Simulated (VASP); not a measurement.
# Ba (P4/mmm) in VASP: a series of runs, part 2 of 3

VASP 6.6.1. Earlier steps stand in the parts before.

### 4 Single point, LDA

This run uses another cell than the first one, of 61.59 Å³/atom, 1.068 times its volume.

Contents of INCAR:

```
PREC = Accurate ; ENCUT = 520
EDIFF = 1E-6 ; ISMEAR = -1
SIGMA = 0.1 ; LREAL = F
LASPH = T ; NELM = 100
ALGO = Normal ; ISIF = 2
LWAVE = F ; LCHARG = F
NBANDS = 11
```

Contents of KPOINTS:

```
Automatic mesh
0
Gamma
  9 9 10
```

Contents of POSCAR:

```
Ba
1.0
    4.1329716667      0.0000000000      0.0000000000
    0.0000000000      4.1329716667      0.0000000000
    0.0000000000      0.0000000000      3.6055390000
Ba
1
Direct
    0.5000000000      0.5000000000      0.5000000000
```

Potentials or basis: VASP PAW LDA potentials, release 64 (Ba_sv).

Run with:

```sh
$ cat potpaw_LDA.64/Ba_sv/POTCAR > POTCAR
$ mpirun -np 1 vasp_std > vasp.out
```

OUTCAR:

```text
PREC = Accurate
   ENCUT = 520
   EDIFF = 1E-6
   ISMEAR = -1
   LREAL = F
   LASPH = T
   NELM = 100
   ISIF = 2

 ion  position               nearest neighbor table
   1  0.500  0.500  0.500-

  LATTYP: Found a simple tetragonal cell.
 ALAT       =     4.1329716667
 C/A-ratio  =     0.8723841562

  Lattice vectors:

 A1 = (   4.1329716667,   0.0000000000,   0.0000000000)
 A2 = (   0.0000000000,   4.1329716667,   0.0000000000)
 A3 = (   0.0000000000,   0.0000000000,   3.6055390000)

Analysis of symmetry for initial positions (statically):
=====================================================================
 Subroutine PRICEL returns:
 Original cell was already a primitive cell.

 Routine SETGRP: Setting up the symmetry group for a
 simple tetragonal supercell.

 Subroutine GETGRP returns: Found 16 space group operations
 (whereof 16 operations were pure point group operations)
 out of a pool of 16 trial point group operations.

The static configuration has the point symmetry D_4h.

Analysis of symmetry for dynamics (positions and initial velocities):
=====================================================================
 Subroutine PRICEL returns:
 Original cell was already a primitive cell.

 Routine SETGRP: Setting up the symmetry group for a
 simple tetragonal supercell.

 Subroutine GETGRP returns: Found 16 space group operations
 (whereof 16 operations were pure point group operations)
 out of a pool of 16 trial point group operations.

The dynamic configuration has the point symmetry D_4h.

 Subroutine INISYM returns: Found 16 space group operations
 (whereof 16 operations are pure point group operations),
 and found     1 'primitive' translations

----------------------------------------------------------------------------------------

                                     Primitive cell

  volume of cell :      61.5879

  direct lattice vectors                    reciprocal lattice vectors
     4.132971667  0.000000000  0.000000000     0.241956655  0.000000000  0.000000000
     0.000000000  4.132971667  0.000000000     0.000000000  0.241956655  0.000000000
     0.000000000  0.000000000  3.605539000     0.000000000  0.000000000  0.277351042

  length of vectors
     4.132971667  4.132971667  3.605539000     0.241956655  0.241956655  0.277351042

  position of ions in fractional coordinates (direct lattice)
     0.500000000  0.500000000  0.500000000

  ion indices of the primitive-cell ions
   primitive index   ion index
                 1           1

----------------------------------------------------------------------------------------

 KPOINTS: Automatic mesh

Automatic generation of k-mesh.
 Grid dimensions read from file:
 generate k-points for:    9    9   10

 Generating k-lattice:

  Cartesian coordinates                     Fractional coordinates (reciprocal lattice)
     0.026884073  0.000000000  0.000000000     0.111111111  0.000000000  0.000000000
     0.000000000  0.026884073  0.000000000     0.000000000  0.111111111  0.000000000
     0.000000000  0.000000000  0.027735104     0.000000000  0.000000000  0.100000000

  Length of vectors
     0.026884073  0.026884073  0.027735104

  Shift w.r.t. Gamma in fractional coordinates (k-lattice)
     0.000000000  0.000000000  0.000000000

 Subroutine IBZKPT returns following result:
 ===========================================

 Found     90 irreducible k-points:

 Following reciprocal coordinates:
            Coordinates               Weight
  0.000000  0.000000  0.000000      1.000000
  0.111111  0.000000  0.000000      4.000000
  0.222222  0.000000  0.000000      4.000000
  0.333333  0.000000  0.000000      4.000000
  0.444444  0.000000  0.000000      4.000000
  0.111111  0.111111  0.000000      4.000000
[... 16 lines left out ...]
  0.333333  0.111111  0.100000     16.000000
  0.444444  0.111111  0.100000     16.000000
 [... further k-points ...]
   k-points           NKPTS =     90   k-points in BZ     NKDIM =     90   number of bands    NBANDS=     11
   number of dos      NEDOS =    301   number of ions     NIONS =      1
   total plane-waves  NPLWV =  28672
   dimension x,y,z NGX =    32 NGY =   32 NGZ =   28
   dimension x,y,z NGXF=    64 NGYF=   64 NGZF=   56
   ions per type =               1
   NGX,Y,Z   is equivalent  to a cutoff of  12.87, 12.87, 12.91 a.u.
   NGXF,Y,Z  is equivalent  to a cutoff of  25.74, 25.74, 25.82 a.u.
 SYSTEM =  unknown system
   PREC   = accura    normal or accurate (medium, high low for compatibility)
   ISTART =      0    job   : 0-new  1-cont  2-samecut
   ICHARG =      2    charge: 1-file 2-atom 10-const
   ISPIN  =      1    spin polarized calculation?
   LNONCOLLINEAR =      F non collinear calculations
   LSORBIT =      F    spin-orbit coupling
   LASPH  =      T    aspherical Exc in radial PAW
   ENCUT  =  520.0 eV  38.22 Ry    6.18 a.u.   7.68  7.68  6.70*2*pi/ulx,y,z
   NELM   =    100;   NELMIN=  2; NELMDL= -5     # of ELM steps
   EDIFF  = 0.1E-05   stopping-criterion for ELM
   LREAL  =      F    real-space projection
   EDIFFG = 0.1E-04   stopping-criterion for IOM
   NSW    =      0    number of steps for IOM
   IBRION =     -1    ionic relax: 0-MD 1-quasi-New 2-CG
   NFREE  =      0    steps in history (QN), initial steepest desc. (CG)
   ISIF   =      2    stress and relaxation
   ISYM   =      2    0-nonsym 1-usesym 2-fastsym
   POTIM  = 0.5000    time-step for ionic-motion
   TEBEG  =    0.0;   TEEND  =   0.0 temperature during run
   PSTRESS=    0.0 pullay stress
   NELECT =      10.0000    total number of electrons
   NUPDOWN=      -1.0000    fix difference up-down
   EMIN   =  10.00;   EMAX   =-10.00  energy-range for DOS
   EFERMI =   0.00;   METHOD = LEGACY
   ISMEAR =    -1;   SIGMA  =   0.10  broadening in eV -4-tet -1-fermi 0-gaus
   EFERMI_NEDOS =   21; number of points for ismear=-14 and -15
   IALGO  =     38    algorithm
   IMIX   =      4    mixing-type and parameters
     AMIX     =   0.40;   BMIX     =  1.00
     AMIX_MAG =   1.60;   BMIX_MAG =  1.00
  volume/ion in A,a.u.               =      61.59       415.62
  Fermi-wavevector in a.u.,A,eV,Ry     =   0.893120  1.687752 10.852868  0.797663
  Thomas-Fermi vector in A             =   2.015157
   LORBIT       =      0    0 simple, 1 ext, 2 COOP (PROOUT), +10 PAW based schemes
   GGA     = CA    functional components
   LHFCALC =     F    Hartree Fock is set to
   AEXX    =    0.0000 exact exchange contribution
   IVDW    =     0    specifies the selected vdW correction
   LEPSILON=     F    determine dielectric tensor
   LRPA    =     F    only Hartree local field effects (RPA)
 non-spin polarized calculation
  energy-cutoff  :      520.00
  volume of cell :       61.59
 maximum number of plane-waves:      1677
 NGX is ok and might be reduce to    32
   NGX = 15   NGY = 15   NGZ = 13

 number of electron      10.0000002 magnetization

 Free energy of the ion-electron system (eV)
  ---------------------------------------------------
  ext. energy  EPLUGINS =         0.00000000
  ---------------------------------------------------
  free energy    TOTEN  =        -1.87407155 eV

  energy without entropy =       -1.82277243  energy(sigma->0) =       -1.84842199

 E-fermi :   1.3756     XC(G=0):  -7.6469

 val. band max:        1.3701965028   @ k =   0.0000   0.0000   0.0000
 cond. band min:       1.4019043982   @ k =   0.1111   0.1111   0.0000
 fundamental gap:      0.0317078954
 Fermi energy:         1.3755985582

 k-point     1 :       0.0000    0.0000    0.0000
  band No.  band energies     occupation
      1     -27.6488      2.00000
      2     -12.5893      2.00000
      3     -12.5893      2.00000
      4     -12.1417      2.00000
      5      -1.1374      2.00000
      6       1.2953      1.38123
      7       1.3702      1.02700
      8       5.6776      0.00000
      9       6.7594      0.00000
     10       6.7594      0.00000
     11       8.3504      0.00000

 k-point     2 :       0.1111    0.0000    0.0000
  band No.  band energies     occupation
      1     -27.6446      2.00000
      2     -12.6533      2.00000
      3     -12.5839      2.00000
      4     -12.1374      2.00000
      5      -0.9710      2.00000
      6       1.3410      1.17127
      7       1.5050      0.43041
      8       5.2887      0.00000
      9       6.4913      0.00000
     10       6.7786      0.00000
     11       7.7742      0.00000
[... 295 lines left out ...]
 k-point    24 :       0.4444    0.1111    0.1000
  band No.  band energies     occupation
      1     -27.5950      2.00000
      2     -13.0580      2.00000
      3     -12.5893      2.00000
      4     -12.2557      2.00000
      5       0.8455      1.99008
      6       1.8731      0.01372
      7       2.0654      0.00202
      8       3.6815      0.00000
      9       5.1516      0.00000
     10       6.0599      0.00000
     11       7.2780      0.00000

 [... further k-points ...]
[... 5 lines left out ...]
  --------------------------------------------------------------------------------------
  -------------------------------------------------------------------------------------
  Total       -0.8735545     -0.8735545      0.6502423      0.0000000     -0.0000000      0.0000000
  in kB      -22.7250851    -22.7250851     16.9157292      0.0000000     -0.0000000      0.0000000
  external PRESSURE =      -9.5114804 kB  Pullay stress =       0.0000000 kB

 VOLUME and BASIS-vectors are now :
 -----------------------------------------------------------------------------
  energy-cutoff  :      520.00
  volume of cell :       61.59
      direct lattice vectors                 reciprocal lattice vectors
     4.132971667  0.000000000  0.000000000     0.241956655  0.000000000  0.000000000
     0.000000000  4.132971667  0.000000000     0.000000000  0.241956655  0.000000000
     0.000000000  0.000000000  3.605539000     0.000000000  0.000000000  0.277351042

 POSITION                                       TOTAL-FORCE (eV/Angst)
 -----------------------------------------------------------------------------------
      2.06649      2.06649      1.80277         0.000000      0.000000      0.000000
 -----------------------------------------------------------------------------------
    total drift:                                0.000000     -0.000000     -0.000000

  FREE ENERGIE OF THE ION-ELECTRON SYSTEM (eV)
  ---------------------------------------------------
  free  energy   TOTEN  =        -1.8740715494 eV

  energy  without entropy=       -1.8227724270  energy(sigma->0) =       -1.84842199
```

OSZICAR:

```text
N       E                     dE             d eps       ncg     rms          rms(c)
DAV:   1     0.617363601914E+02    0.61736E+02   -0.44315E+03  1980   0.737E+02
DAV:   2     0.166788040751E+01   -0.60068E+02   -0.58572E+02  2413   0.144E+02
DAV:   3    -0.172064821599E+01   -0.33885E+01   -0.33683E+01  2553   0.385E+01
DAV:   4    -0.189692440448E+01   -0.17628E+00   -0.17595E+00  2817   0.556E+00
DAV:   5    -0.189842547032E+01   -0.15011E-02   -0.15009E-02  2551   0.532E-01    0.214E+00
DAV:   6    -0.188007191687E+01    0.18354E-01   -0.22822E-02  2326   0.793E-01    0.122E+00
DAV:   7    -0.187421992199E+01    0.58520E-02   -0.21354E-02  2563   0.889E-01    0.132E-01
DAV:   8    -0.187405718140E+01    0.16274E-03   -0.10702E-03  2642   0.162E-01    0.289E-02
DAV:   9    -0.187407420630E+01   -0.17025E-04   -0.61458E-05  2883   0.380E-02    0.965E-03
DAV:  10    -0.187407152426E+01    0.26820E-05   -0.93790E-06  2317   0.138E-02    0.213E-03
DAV:  11    -0.187407154941E+01   -0.25146E-07   -0.20523E-07  1290   0.266E-03
   1 F= -.18740715E+01 E0= -.18484220E+01  d E =-.512991E-01
```

Run time: 44 s. Hardware: 1 thread of Intel Xeon Platinum 8375C at 2.90GHz (Ice Lake), shared host; peak memory 0.18 GiB.

What came out:

| Item | Value |
| --- | --- |
| Free energy | -1.8741 eV |
| Pressure | -1.0 GPa |
| Band gap on the k mesh | zero (band 5 reaches 1.54 eV, above the bottom of band 6 at 1.11 eV) |

Stress tensor (GPa, compression positive):
```
-2.27  0.00  0.00
 0.00 -2.27  0.00
 0.00  0.00  1.69
```

Caveat: spin-orbit coupling is left out, which moves the levels of the heavy elements.

(Part 2 of 3 ends here.)
